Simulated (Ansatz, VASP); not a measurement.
# ZrO2 in VASP and in Ansatz

INCAR

```
SYSTEM = ZrO2
PREC     = Accurate       ! precision mode
ENCUT    = 600            ! plane-wave cutoff, eV
EDIFF    = 1E-6           ! SCF threshold, eV
ISMEAR   = 0              ! smearing method
SIGMA    = 0.01           ! smearing width, eV
LREAL    = .FALSE.        ! projectors in reciprocal space
LASPH    = .TRUE.         ! aspherical terms in the spheres
NELM     = 120            ! most SCF steps
ALGO     = Normal         ! electronic algorithm
ISIF     = 2              ! what is computed and relaxed
LWAVE    = .FALSE.        ! write WAVECAR
LCHARG   = .FALSE.        ! write CHGCAR
GGA      = PE             ! functional
NBANDS   = 19             ! bands
GGA_COMPAT= .FALSE.
```

File KPOINTS:

```
regular mesh
0
G
  8 8 8
  0 0 0
```

POSCAR

```
ZrO2
1.0
    0.0000000000      2.5578957514      2.5578957514
    2.5578957514      0.0000000000      2.5578957514
    2.5578957514      2.5578957514      0.0000000000
Zr O
1 2
Direct
    0.0000000000      0.0000000000      0.0000000000
    0.2500000000      0.2500000000      0.2500000000
    0.7500000000      0.7500000000      0.7500000000
```

Input for Ansatz:

```yaml
crystal:
  lattice:
    - [0.0, 2.5578957514, 2.5578957514]
    - [2.5578957514, 0.0, 2.5578957514]
    - [2.5578957514, 2.5578957514, 0.0]
  atoms:
    - { symbol: Zr, position: [0.0, 0.0, 0.0] }
    - { symbol: O, position: [0.25, 0.25, 0.25] }
    - { symbol: O, position: [0.75, 0.75, 0.75] }
kpoints:
  mp_grid: { grid: [8, 8, 8] }
hamiltonian:
  xc: pbe
scf:
  occupations: { method: fixed }
  n_extra_bands: 4
output:
  forces: true
  stress: true
  eigenvalues: true
```

Alike in both runs: task single point; functional PBE; k mesh 8 × 8 × 8; no spin polarisation.

|  | VASP | Ansatz |
| --- | --- | --- |
| version | VASP 6.6.1 | Ansatz 0.2.0 |
| potentials or method | VASP PAW PBE potentials, release 64 (Zr_sv, O) | plane waves, PAW |
| plane-wave cutoff (eV) | 600 | 420 |
| occupations | gaussian, width 0.01 eV | fixed |
| valence electrons in the cell | 24 | 24 |

```tsv
	VASP	Ansatz	Ansatz less VASP
gap on the k mesh at the Fermi level (eV)	3.31	3.32	+0.005
pressure (GPa)	0.1	0.0	-0.07
```
